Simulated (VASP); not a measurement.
# W2Br2F (I4/mmm) in VASP: further runs

The runs below take W2Br2F through single point, with PBE.

All numbers are computed with VASP 6.6.1; they aren't measurements. Logs are shortened: lines on timing, memory, paths and dates and some standing lists are left out, and cuts for length are marked.

## 1. The cell of the first run

Symmetry: I4/mmm, No. 139, tetragonal system. Conventional cell: a = 3.318 Å, b = 3.318 Å, c = 18.868 Å, α = 90.00°, β = 90.00°, γ = 90.00°. W (site symmetry 4mm) has 1 W at 2.29 Å and 4 F at 2.61 Å and 4 Br at 2.90 Å within 3.0 Å. Br (site symmetry 4mm) has 1 F at 2.85 Å and 4 W at 2.90 Å and 4 Br at 3.32 Å within 3.8 Å. F (site symmetry 4/mmm) has 8 W at 2.61 Å and 2 Br at 2.85 Å and 4 F at 3.32 Å within 3.4 Å.

The cell was generated, and may not be a known phase.

## 2. Single point, PBE, collinear spin, zero start

Contents of INCAR:

```
SYSTEM = W2Br2F
  ALGO = Normal
  EDIFF = 1E-7
  ENCUT = 520
  GGA = PE
  ISIF = 2
  ISMEAR = 0
  ISPIN = 2
  LASPH = .TRUE.
  LCHARG = .TRUE.
  LELF = .TRUE.
  LMAXMIX = 4
  LORBIT = 11
  LREAL = .FALSE.
  LVHAR = .TRUE.
  LWAVE = .FALSE.
  MAGMOM = 0 0 0 0 0
  NBANDS = 36
  NELM = 150
  PREC = Accurate
  SIGMA = 0.1
```

Contents of KPOINTS:

```
k-points
0
G
  6 6 6
  0 0 0
```

Contents of POSCAR:

```
W2Br2F
1.0
   -1.6589207260      1.6589207260      9.4337619580
    1.6589207260     -1.6589207260      9.4337619580
    1.6589207260      1.6589207260     -9.4337619580
W Br F
2 2 1
Direct
    0.4393167271      0.4393167271      0.0000000000
    0.5606832729      0.5606832729      0.0000000000
    0.1508932563      0.1508932563      0.0000000000
    0.8491067437      0.8491067437      0.0000000000
    0.0000000000      0.0000000000      0.0000000000
```

Potentials or basis: VASP PAW PBE potentials, release 64 (W_sv, Br, F).

Command:

```bash
> cat potpaw_PBE.64/W_sv/POTCAR potpaw_PBE.64/Br/POTCAR potpaw_PBE.64/F/POTCAR > POTCAR
> mpirun -np 1 vasp_std > vasp.out
```

OUTCAR:

```text
SYSTEM = W2Br2F
   EDIFF = 1E-7
   ENCUT = 520
   GGA = PE
   ISIF = 2
   ISMEAR = 0
   ISPIN = 2
   LASPH = .TRUE.
   LORBIT = 11
   LREAL = .FALSE.
   NELM = 150
   PREC = Accurate

 ion  position               nearest neighbor table
   1  0.439  0.439  0.000-   2 2.29   5 2.61   5 2.61   5 2.61   5 2.61   4 2.90   4 2.90   4 2.90
                             4 2.90
   2  0.561  0.561  0.000-   1 2.29   5 2.61   5 2.61   5 2.61   5 2.61   3 2.90   3 2.90   3 2.90
                             3 2.90
   3  0.151  0.151  0.000-   2 2.90   2 2.90   2 2.90   2 2.90
   4  0.849  0.849  0.000-   1 2.90   1 2.90   1 2.90   1 2.90
   5  0.000  0.000  0.000-   2 2.61   2 2.61   2 2.61   1 2.61   2 2.61   1 2.61   1 2.61   1 2.61

  LATTYP: Found a body centered tetragonal cell.
 ALAT       =     3.3178414520
 C/A-ratio  =     5.6866864161

  Lattice vectors:

 A1 = (  -1.6589207260,   1.6589207260,   9.4337619580)
 A2 = (   1.6589207260,  -1.6589207260,   9.4337619580)
 A3 = (   1.6589207260,   1.6589207260,  -9.4337619580)

Analysis of symmetry for initial positions (statically):
=====================================================================
 Subroutine PRICEL returns:
 Original cell was already a primitive cell.

 Routine SETGRP: Setting up the symmetry group for a
 body centered tetragonal supercell.

 Subroutine GETGRP returns: Found 16 space group operations
 (whereof 16 operations were pure point group operations)
 out of a pool of 16 trial point group operations.

The static configuration has the point symmetry D_4h.

Analysis of symmetry for dynamics (positions and initial velocities):
=====================================================================
 Subroutine PRICEL returns:
 Original cell was already a primitive cell.

 Routine SETGRP: Setting up the symmetry group for a
 body centered tetragonal supercell.

 Subroutine GETGRP returns: Found 16 space group operations
 (whereof 16 operations were pure point group operations)
 out of a pool of 16 trial point group operations.

The dynamic configuration has the point symmetry D_4h.

Analysis of structural, dynamic, and magnetic symmetry:
=====================================================================
 Subroutine PRICEL returns:
 Original cell was already a primitive cell.

 Routine SETGRP: Setting up the symmetry group for a
 body centered tetragonal supercell.

 Subroutine GETGRP returns: Found 16 space group operations
 (whereof 16 operations were pure point group operations)
 out of a pool of 16 trial point group operations.

The overall configuration has the point symmetry D_4h.

 Subroutine INISYM returns: Found 16 space group operations
 (whereof 16 operations are pure point group operations),
 and found     1 'primitive' translations

----------------------------------------------------------------------------------------

                                     Primitive cell

  volume of cell :     103.8475

  direct lattice vectors                    reciprocal lattice vectors
    -1.658920726  1.658920726  9.433761958     0.000000000  0.301400780  0.053001125
     1.658920726 -1.658920726  9.433761958     0.301400780  0.000000000  0.053001125
     1.658920726  1.658920726 -9.433761958     0.301400780  0.301400780  0.000000000

  length of vectors
     9.721105937  9.721105937  9.721105937     0.306025406  0.306025406  0.426245070

  position of ions in fractional coordinates (direct lattice)
     0.439316727  0.439316727  0.000000000
     0.560683273  0.560683273  0.000000000
     0.150893256  0.150893256  0.000000000
     0.849106744  0.849106744  0.000000000
     0.000000000  0.000000000  0.000000000

  ion indices of the primitive-cell ions
   primitive index   ion index
                 1           1
                 2           2
                 3           3
                 4           4
                 5           5

----------------------------------------------------------------------------------------

 KPOINTS: k-points

Automatic generation of k-mesh.
 Grid dimensions read from file:
 generate k-points for:    6    6    6

 Generating k-lattice:

[... 23 lines left out ...]
  0.333333  0.166667  0.000000     16.000000
[... 16 lines left out ...]
 -0.333333 -0.333333  0.166667      8.000000
 -0.166667 -0.333333  0.166667      8.000000
 [... further k-points ...]
   k-points           NKPTS =     30   k-points in BZ     NKDIM =     30   number of bands    NBANDS=     36
   number of dos      NEDOS =    301   number of ions     NIONS =      5
   total plane-waves  NPLWV = 373248
   dimension x,y,z NGX =    72 NGY =   72 NGZ =   72
   dimension x,y,z NGXF=   144 NGYF=  144 NGZF=  144
   ions per type =               2   2   1
   NGX,Y,Z   is equivalent  to a cutoff of  12.31, 12.31, 12.31 a.u.
   NGXF,Y,Z  is equivalent  to a cutoff of  24.63, 24.63, 24.63 a.u.
 SYSTEM =  W2Br2F
   PREC   = accura    normal or accurate (medium, high low for compatibility)
   ISTART =      0    job   : 0-new  1-cont  2-samecut
   ICHARG =      2    charge: 1-file 2-atom 10-const
   ISPIN  =      2    spin polarized calculation?
   LNONCOLLINEAR =      F non collinear calculations
   LSORBIT =      F    spin-orbit coupling
   LASPH  =      T    aspherical Exc in radial PAW
   ENCUT  =  520.0 eV  38.22 Ry    6.18 a.u.  18.07 18.07 18.07*2*pi/ulx,y,z
   NELM   =    150;   NELMIN=  2; NELMDL= -5     # of ELM steps
   EDIFF  = 0.1E-06   stopping-criterion for ELM
   LREAL  =      F    real-space projection
   EDIFFG = 0.1E-05   stopping-criterion for IOM
   NSW    =      0    number of steps for IOM
   IBRION =     -1    ionic relax: 0-MD 1-quasi-New 2-CG
   NFREE  =      0    steps in history (QN), initial steepest desc. (CG)
   ISIF   =      2    stress and relaxation
   ISYM   =      2    0-nonsym 1-usesym 2-fastsym
   POTIM  = 0.5000    time-step for ionic-motion
   TEBEG  =    0.0;   TEEND  =   0.0 temperature during run
   PSTRESS=    0.0 pullay stress
   NELECT =      49.0000    total number of electrons
   NUPDOWN=      -1.0000    fix difference up-down
   EMIN   =  10.00;   EMAX   =-10.00  energy-range for DOS
   EFERMI =   0.00;   METHOD = LEGACY
   ISMEAR =     0;   SIGMA  =   0.10  broadening in eV -4-tet -1-fermi 0-gaus
   EFERMI_NEDOS =   21; number of points for ismear=-14 and -15
   IALGO  =     38    algorithm
   IMIX   =      4    mixing-type and parameters
     AMIX     =   0.40;   BMIX     =  1.00
     AMIX_MAG =   1.60;   BMIX_MAG =  1.00
  volume/ion in A,a.u.               =      20.77       140.16
  Fermi-wavevector in a.u.,A,eV,Ry     =   1.274505  2.408465 22.100793  1.624362
  Thomas-Fermi vector in A             =   2.407269
   LORBIT       =     11    0 simple, 1 ext, 2 COOP (PROOUT), +10 PAW based schemes
   GGA     = PE    functional components
   LHFCALC =     F    Hartree Fock is set to
   AEXX    =    0.0000 exact exchange contribution
   IVDW    =     0    specifies the selected vdW correction
   LEPSILON=     F    determine dielectric tensor
   LRPA    =     F    only Hartree local field effects (RPA)
 spin polarized calculation
 Gauss-broadening in eV      SIGMA  =   0.10
  energy-cutoff  :      520.00
  volume of cell :      103.85
 maximum number of plane-waves:      2824
   NGX = 37   NGY = 37   NGZ = 37

 number of electron      48.9999996 magnetization      -0.0000009

 number of electron      48.9999996 magnetization       0.0000007

 Free energy of the ion-electron system (eV)
  ---------------------------------------------------
  ext. energy  EPLUGINS =         0.00000000
  ---------------------------------------------------
  free energy    TOTEN  =       -28.28337545 eV

  energy without entropy =      -28.27180021  energy(sigma->0) =      -28.27758783

 E-fermi :   5.7190     XC(G=0): -10.1402

 val. band max:        5.6869410672   @ k =  -0.1667   0.1667   0.0000
 cond. band min:       5.7472496431   @ k =  -0.1667   0.1667   0.0000
 fundamental gap:      0.0603085759
 Fermi energy:         5.7190382446

 spin component 1

 k-point     1 :       0.0000    0.0000    0.0000
  band No.  band energies     occupation
      1     -68.8660      1.00000
      2     -68.6498      1.00000
      3     -33.6738      1.00000
      4     -33.1728      1.00000
      5     -33.1728      1.00000
      6     -32.9383      1.00000
[... 925 lines left out ...]
     35      13.4495      0.00000
     36      13.8369      0.00000

 [... further k-points ...]

 spin component 2

 k-point     1 :       0.0000    0.0000    0.0000
  band No.  band energies     occupation
      1     -68.8660      1.00000
      2     -68.6498      1.00000
      3     -33.6738      1.00000
      4     -33.1728      1.00000
      5     -33.1728      1.00000
      6     -32.9383      1.00000
[... 925 lines left out ...]
     35      13.4495      0.00000
     36      13.8369      0.00000

 [... further k-points ...]

------------------------ aborting loop because EDIFF is reached ----------------------------------------

  FORCE on cell =-STRESS in cart. coord.  units (eV):
  Direction    XX          YY          ZZ          XY          YZ          ZX
  --------------------------------------------------------------------------------------
  -------------------------------------------------------------------------------------
  Total        0.0057033      0.0057033      0.8007506      0.0000000     -0.0000000      0.0000000
  in kB        0.0879914      0.0879914     12.3541156      0.0000000     -0.0000000      0.0000000
  external PRESSURE =       4.1766995 kB  Pullay stress =       0.0000000 kB

 VOLUME and BASIS-vectors are now :
 -----------------------------------------------------------------------------
  energy-cutoff  :      520.00
  volume of cell :      103.85
      direct lattice vectors                 reciprocal lattice vectors
    -1.658920726  1.658920726  9.433761958     0.000000000  0.301400780  0.053001125
     1.658920726 -1.658920726  9.433761958     0.301400780  0.000000000  0.053001125
     1.658920726  1.658920726 -9.433761958     0.301400780  0.301400780  0.000000000

 POSITION                                       TOTAL-FORCE (eV/Angst)
 -----------------------------------------------------------------------------------
      0.00000      0.00000      8.28882        -0.000000     -0.000000     -0.262392
      0.00000      0.00000     10.57871         0.000000      0.000000      0.262392
      0.00000      0.00000      2.84698         0.000000      0.000000      0.035827
      0.00000      0.00000     16.02054         0.000000      0.000000     -0.035827
      0.00000      0.00000      0.00000         0.000000      0.000000      0.000000
 -----------------------------------------------------------------------------------
    total drift:                               -0.000000     -0.000000      0.000000

  FREE ENERGIE OF THE ION-ELECTRON SYSTEM (eV)
  ---------------------------------------------------
  free  energy   TOTEN  =       -28.2833754480 eV

  energy  without entropy=      -28.2718002068  energy(sigma->0) =      -28.27758783

 total charge

# of ion       s       p       d       tot
------------------------------------------
    1        2.305   6.113   3.515  11.934
    2        2.305   6.113   3.515  11.934
    3        1.621   3.186   0.042   4.849
    4        1.621   3.186   0.042   4.849
    5        1.779   4.250   0.000   6.030
--------------------------------------------------
tot          9.632  22.850   7.114  39.595

 magnetization (x)

# of ion       s       p       d       tot
------------------------------------------
    1       -0.000   0.000  -0.000  -0.000
    2       -0.000   0.000  -0.000  -0.000
    3       -0.000  -0.000   0.000  -0.000
    4       -0.000  -0.000   0.000  -0.000
    5       -0.000   0.000   0.000   0.000
--------------------------------------------------
tot         -0.000   0.000  -0.000  -0.000
```

It took 39 min on 1 thread of Intel Xeon 8259CL, shared host; peak memory 1.1 GiB.

What came out:

```yaml
Free_energy: -28.2834 eV
Pressure: 0.4 GPa
Largest_force: 0.262 eV/Å
Net_moment: 0.00 μB per cell
Valence_electrons_inside_the_program's_atomic_spheres: W 11.93; Br 4.85; F 6.03
```

Forces on the atoms (eV/Å):
```
W    0.000  0.000 -0.262
W    0.000  0.000  0.262
Br   0.000  0.000  0.036
Br   0.000  0.000 -0.036
F    0.000  0.000  0.000
```

Stress tensor (GPa, compression positive):
```
0.01 0.00 0.00
0.00 0.01 0.00
0.00 0.00 1.24
```

Caveat: no moment was typed at the start, so none could form; spin-orbit coupling is left out, which moves the levels of the heavy elements.

## 3. Single point, PBE, collinear spin

This run uses another cell than the first one, of 23.65 Å³/atom.

Contents of INCAR:

```
SYSTEM = W2Br2F
ALGO = Normal ; EDIFF = 1E-6
ENCUT = 520 ; GGA = PE
ISIF = 2 ; ISMEAR = 0
ISPIN = 2 ; LASPH = .TRUE.
LCHARG = .TRUE. ; LELF = .TRUE.
LMAXMIX = 4 ; LORBIT = 11
LREAL = .FALSE. ; LVHAR = .TRUE.
LWAVE = .FALSE. ; MAGMOM = 2.83 2.83 0 0 -0.03
NBANDS = 36 ; NELM = 150
PREC = Accurate ; SIGMA = 0.1
```

KPOINTS is that of step 2.

Contents of POSCAR:

```
W2Br2F
1.0
   -2.1105346900      2.1105346900      6.6360865400
    2.1105346900     -2.1105346900      6.6360865400
    2.1105346900      2.1105346900     -6.6360865400
W Br F
2 2 1
Direct
    0.3443000000      0.3443000000      0.0000000000
    0.6557000000      0.6557000000      0.0000000000
    0.1411000000      0.1411000000      0.0000000000
    0.8589000000      0.8589000000      0.0000000000
    0.0000000000      0.0000000000      0.0000000000
```

Potentials or basis: VASP PAW PBE potentials, release 64 (W_sv, Br, F).

Command:

```bash
> cat potpaw_PBE.64/W_sv/POTCAR potpaw_PBE.64/Br/POTCAR potpaw_PBE.64/F/POTCAR > POTCAR
> mpirun -np 1 vasp_std > vasp.out
```

Run time: 16 min. Hardware: 1 thread of Intel Xeon 8259CL, shared host; peak memory 0.63 GiB.

Results (log left out):

```
Free energy                                           : -20.1589 eV
Pressure                                              : 5.7 GPa
Largest force                                         : 6.692 eV/Å
Net moment                                            : 7.86 μB per cell
Site moments                                          : W +2.90; Br -0.01; F -0.03 μB
Valence electrons inside the program's atomic spheres : W 11.71; Br 4.80; F 6.15
```

Forces in eV/Å, atoms in the order of the input:
```
W    0.000  0.000  0.127
W    0.000  0.000 -0.127
Br   0.000  0.000  6.692
Br   0.000  0.000 -6.692
F    0.000  0.000  0.000
```

Stress tensor (GPa, compression positive):
```
-6.11  0.00  0.00
 0.00 -6.11  0.00
 0.00  0.00 29.45
```

Levels at points of the mesh, in eV from the Fermi level:
Spin up:
| k point | band 27 | band 28 | band 29 | band 30 | band 31 | band 32 |
| --- | --- | --- | --- | --- | --- | --- |
| (0.00, 0.00, 0.00) | -1.54 | -1.11 | -0.65 | -0.44 | -0.44 | 3.08 |
| (0.50, 0.00, 0.00) | 0.84 | 0.91 | 1.08 | 1.22 | 1.51 | 2.02 |
| (0.50, 0.50, 0.00) | -0.56 | -0.53 | -0.44 | -0.36 | -0.28 | 2.42 |
| (0.50, 0.50, 0.50) | -1.52 | -1.15 | -0.26 | -0.26 | 0.01 | 1.38 |
Spin down:
| k point | band 16 | band 17 | band 18 | band 19 | band 20 | band 21 | band 22 | band 23 | band 24 | band 25 |
| --- | --- | --- | --- | --- | --- | --- | --- | --- | --- | --- |
| (0.00, 0.00, 0.00) | -5.12 | -4.98 | -3.66 | -3.66 | -1.44 | -1.15 | -0.82 | 0.10 | 0.29 | 0.31 |
| (0.50, 0.00, 0.00) | -5.43 | -4.95 | -4.37 | -4.27 | -1.59 | 0.75 | 1.01 | 1.31 | 1.48 | 1.51 |
| (0.50, 0.50, 0.00) | -5.46 | -4.78 | -4.31 | -4.10 | -1.28 | -0.18 | -0.15 | 0.39 | 0.62 | 1.03 |
| (0.50, 0.50, 0.50) | -4.78 | -4.29 | -4.06 | -4.06 | -1.85 | -0.92 | -0.61 | -0.14 | 0.26 | 0.32 |

Caveat: the stress differs along the axes, from -6 to 29 GPa; spin-orbit coupling is left out, which moves the levels of the heavy elements; forces of over 1 eV/Å act on the atoms, so gaps and moduli don't describe the material at rest.
